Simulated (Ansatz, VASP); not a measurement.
## Bi in VASP and in Ansatz

```
Bi
1.0
    -4.40858    4.40858    1.50279
     4.40858   -4.40858    1.50279
     4.40858    4.40858   -1.50279
Bi
1
Direct
  0.00000 0.00000 0.00000
```

Alike in both runs: task single point; functional PBE; k mesh 16 × 16 × 16; occupations gaussian, width 0.1 eV; no spin polarisation.

```csv
,VASP,Ansatz
version,VASP 6.6.1,Ansatz 0.2.0
potentials or method,"VASP PAW PBE potentials, release 64 (Bi_d), cutoff 520 eV","scalar-relativistic, plane waves, PAW"
valence electrons in the cell,15,15
```

|  | VASP | Ansatz | Ansatz less VASP |
| --- | --- | --- | --- |
| gap on the k mesh at the Fermi level (eV) | none | none | - |
| pressure (GPa) | -0.8 | -0.8 | +0.02 |
| traceless stress, the component that is largest in VASP (GPa) | -1.47 | -1.47 | 0.000 |

A gap of «none» marks a metal or a gap that the smearing closes.

Neither program's run includes spin-orbit coupling.
